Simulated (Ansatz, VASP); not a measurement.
# TaWC2 in VASP and in Ansatz

File INCAR:

```
PREC     = Accurate       # precision mode
ENCUT    = 520            # plane-wave cutoff, eV
EDIFF    = 1E-7           # SCF threshold, eV
ISMEAR   = -1             # smearing method
SIGMA    = 0.05           # smearing width, eV
LREAL    = False          # projectors in reciprocal space
LASPH    = True           # aspherical terms in the spheres
NELM     = 60             # most SCF steps
ALGO     = Normal         # electronic algorithm
ISIF     = 2              # what is computed and relaxed
LWAVE    = False          # write WAVECAR
LCHARG   = True           # write CHGCAR
GGA      = PE             # functional
LELF     = True           # ELF
LVHAR    = True         
NBANDS   = 24             # bands
```

KPOINTS

```
Automatic mesh
0
Gamma
  8 8 8
```

File POSCAR:

```
TaWC2
1.0
    1.5718551461      0.9075109917      5.2036520653
   -1.5718551461      0.9075109917      5.2036520653
    0.0000000000     -1.8150219835      5.2036520653
W Ta C
1 1 2
Direct
    0.0000000000      0.0000000000      0.0000000000
    0.5000000000      0.5000000000      0.5000000000
    0.2509330000      0.2509330000      0.2509330000
    0.7490670000      0.7490670000      0.7490670000
```

Contents of input.yaml:

```yaml
crystal:
  lattice:
    - [1.5718551461, 0.9075109917, 5.2036520653]
    - [-1.5718551461, 0.9075109917, 5.2036520653]
    - [0.0, -1.8150219835, 5.2036520653]
  atoms:
    - { symbol: W, position: [0.0, 0.0, 0.0] }
    - { symbol: Ta, position: [0.5, 0.5, 0.5] }
    - { symbol: C, position: [0.250933, 0.250933, 0.250933] }
    - { symbol: C, position: [0.749067, 0.749067, 0.749067] }
hamiltonian:
  xc: pbe
  pseudopotentials: { kind: paw }
kpoints:
  mp_grid: { grid: [8, 8, 8] }
  band_path:
    path:
      - [[0.0, 0.0, 0.0], [0.5, 0.0, 0.0], [0.5, 0.1869433084, -0.1869433084]]
      - [[0.8130566916, 0.5, 0.1869433084], [0.5, 0.5, 0.5], [0.0, 0.0, 0.0], [0.3434716542, 0.0, -0.3434716542]]
      - [[0.6565283458, 0.3434716542, 0.0], [0.5, 0.5, 0.0], [0.6565283458, 0.6565283458, 0.1869433084], [0.5, 0.5, 0.5]]
      - [[0.5, 0.0, 0.0], [0.8130566916, 0.3434716542, 0.3434716542]]
    npoints: 14
scf:
  occupations: { method: fermi_dirac, width: 0.05 }
  n_extra_bands: 10
output:
  forces: true
  stress: true
  eigenvalues: true
  fatbands: false
```

Alike in both runs: functional PBE; k mesh 8 × 8 × 8; occupations fermi-dirac, width 0.05 eV; no spin polarisation.

|  | VASP | Ansatz |
| --- | --- | --- |
| version | VASP 6.6.1 | Ansatz 0.2.0 |
| potentials or method | VASP PAW PBE potentials, release 64 (W_sv, Ta_pv, C) | Ansatz PAW |
| plane-wave cutoff (eV) | 520 | 420 |
| valence electrons in the cell | 33 | 35 |
| task | single point | band structure |

Ansatz gave:

```
gap on the k mesh at the Fermi level (eV)                     : none
pressure (GPa)                                                : -9.0
traceless stress, the component that is largest in VASP (GPa) : -3.51
rms of the force components (eV/Å)                            : 0.023
```

What did VASP give for the same quantities?

gap on the k mesh at the Fermi level (eV): none; pressure (GPa): -8.3; traceless stress, the component that is largest in VASP (GPa): -3.49; rms of the force components (eV/Å): 0.026.

Atom by atom the forces differ by 0.003 eV/Å (rms over components). A gap of «none» marks a metal or a gap that the smearing closes. With one functional, cell and mesh, what is left measures potentials, basis and numerics. VASP's potentials hold 33 valence electrons a cell and Ansatz's 35, so a difference there can come from the potentials and not from the codes.

Neither program's run includes spin-orbit coupling.
